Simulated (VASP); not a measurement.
The system is Cd2Si3.

```xyz
5
Lattice="1.8003 1.0394 8.3455 -1.8003 1.0394 8.3455 0.0000 -2.0789 8.3455" Properties=species:S:1:pos:R:3 pbc="T T T"
Cd    0.0000    0.0000   10.0146
Cd    0.0000    0.0000   15.0219
Si    0.0000    0.0000    0.0000
Si    0.0000    0.0000    5.2451
Si    0.0000    0.0000   19.7913
```

| Quantity | Value |
| --- | --- |
| Program | VASP 6.6.1 |
| Task | relaxation of cell and atoms |
| Functional | PBE |
| Potentials or basis | VASP PAW PBE potentials, release 64 (Cd, Si) |
| Cutoff | 600 eV |
| k mesh | 6 × 6 × 6 |
| Occupations | gaussian, width 0.1 eV |
| Spin | no spin polarisation |

At the start: pressure 10.5 GPa; volume 18.74 Å³/atom.

**Question.** Where does the relaxation end?

**Answer.** Over 17 steps the energy falls by 441.8 meV/atom and the volume is 20.70 Å³/atom (+10.4 %); space group R-3m (No. 166, to 0.1 Å) before and after.

Step by step:
```csv
step,energy change (eV),largest force (eV/Å),pressure (GPa),volume (Å³)
1,0.0000,2.8209,10.51,93.70
2,-0.8447,1.7258,-3.96,111.38
3,-0.8446,1.7295,-3.92,111.24
4,-1.3607,1.8170,-3.31,107.81
5,-2.0397,0.7370,4.67,97.85
6,-2.0591,0.6181,2.01,99.82
7,-2.0623,0.6577,2.61,99.33
8,-2.1661,0.2703,0.07,104.51
9,-2.1668,0.2954,0.21,104.17
10,-2.1818,0.2289,-0.29,104.45
11,-2.1870,0.1655,-0.76,104.73
12,-2.1969,0.1365,-0.11,103.43
13,-2.1994,0.1197,0.36,102.57
14,-2.1994,0.1165,0.45,102.40
15,-2.2041,0.0809,0.26,102.80
16,-2.2079,0.0483,-0.05,103.58
17,-2.2089,0.0284,0.08,103.48
```

Final structure:
```
Cd Si
1.0
     1.86610    1.07739    8.57837
    -1.86610    1.07739    8.57837
     0.00000   -2.15479    8.57837
Cd Si
2 3
Direct
  0.40334 0.40334 0.40334
  0.59666 0.59666 0.59666
  0.00000 0.00000 0.00000
  0.18524 0.18524 0.18524
  0.81476 0.81476 0.81476
```
